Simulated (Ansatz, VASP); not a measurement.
Ti: VASP beside Ansatz

Contents of POSCAR:

```
Ti
1.0
    4.6000000000      0.0000000000      0.0000000000
   -2.3000000000      3.9837168600      0.0000000000
    0.0000000000      0.0000000000      2.8200000000
Ti
3
Direct
    0.0000000000      0.0000000000      0.0000000000
    0.3458844261      0.6917688523      0.5000000000
    0.6666666667      0.3333333333      0.5000000000
```

File INCAR.step1:

```
ALGO = Normal
EDIFF = 1E-4
ENCUT = 520
GGA = PE
ISMEAR = -1
LASPH = True
LCHARG = False
LREAL = False
LWAVE = True
NBANDS = 25
NELM = 80
PREC = Accurate
SIGMA = 0.1
```

File INCAR.step2:

```
ALGO = Normal
EDIFF = 1E-6
ENCUT = 520
ISIF = 2
ISMEAR = -1
ISTART = 1
LASPH = True
LCHARG = False
LMIXTAU = True
LREAL = False
LWAVE = False
METAGGA = R2SCAN
NBANDS = 25
NELM = 80
PREC = Accurate
SIGMA = 0.1
```

KPOINTS

```
k-points
0
Gamma
  8 8 12
```

Input for Ansatz:

```yaml
crystal:
  lattice:
    - [4.6, 0.0, 0.0]
    - [-2.3, 3.98371686, 0.0]
    - [0.0, 0.0, 2.82]
  atoms:
    - { symbol: Ti, position: [0.0, 0.0, 0.0] }
    - { symbol: Ti, position: [0.3458844261336384, 0.6917688522672768, 0.5] }
    - { symbol: Ti, position: [0.6666666666666666, 0.3333333333333333, 0.5] }
basis:
  ecutwfc: 653.073269903712
kpoints:
  mp_grid:
    grid: [8, 8, 12]
hamiltonian:
  xc: r2scan
scf:
  occupations:
    method: fermi_dirac
    width: 0.1
output:
  forces: true
```

Alike in both runs: task single point; functional r2SCAN; k mesh 8 × 8 × 12; occupations fermi-dirac, width 0.1 eV; no spin polarisation.

|  | VASP | Ansatz |
| --- | --- | --- |
| version | VASP 6.6.1 | Ansatz 0.2.0 |
| potentials or method | VASP PAW PBE potentials, release 64 (Ti_sv), cutoff 520 eV | plane waves, PAW |
| valence electrons in the cell | 36 | 36 |

```tsv
	VASP	Ansatz	Ansatz less VASP
rms of the force components (eV/Å)	0.185	0.178	-0.0069
```

VASP's potentials were made for PBE, not for r2SCAN. Atom by atom the forces differ by 0.007 eV/Å (rms over components).
